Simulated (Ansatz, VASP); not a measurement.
## One calculation of SiC2, two programs

```
C Si
1.0
     2.87033    0.00000    0.00000
    -1.43516    2.48578    0.00000
     0.00000    0.00000    7.02900
C Si
4 2
Direct
  0.00000 0.00000 0.98028
  0.66667 0.33333 0.69104
  0.33333 0.66667 0.33530
  0.66667 0.33333 0.90571
  0.33333 0.66667 0.59532
  0.00000 0.00000 0.24235
```

Alike in both runs: task single point; functional r2SCAN; k mesh 9 × 9 × 4; no spin polarisation.

```csv
,VASP,Ansatz
version,VASP 6.6.1,Ansatz 0.2.0
potentials or method,"VASP PAW PBE potentials, release 64 (C, Si)","plane waves, PAW"
plane-wave cutoff (eV),520,500
occupations,"gaussian, width 0.01 eV",fixed
valence electrons in the cell,24,24
```

VASP gave:

```
gap on the k mesh at the Fermi level (eV)                     : 1.77
pressure (GPa)                                                : 18.1
traceless stress, the component that is largest in VASP (GPa) : 1.54
rms of the force components (eV/Å)                            : 0.159
```

Problem. What did Ansatz give for the same quantities?

Solution. gap on the k mesh at the Fermi level (eV): 1.76; pressure (GPa): 18.2; traceless stress, the component that is largest in VASP (GPa): 1.58; rms of the force components (eV/Å): 0.156.

VASP's potentials were made for PBE, not for r2SCAN. Atom by atom the forces differ by 0.023 eV/Å (rms over components).
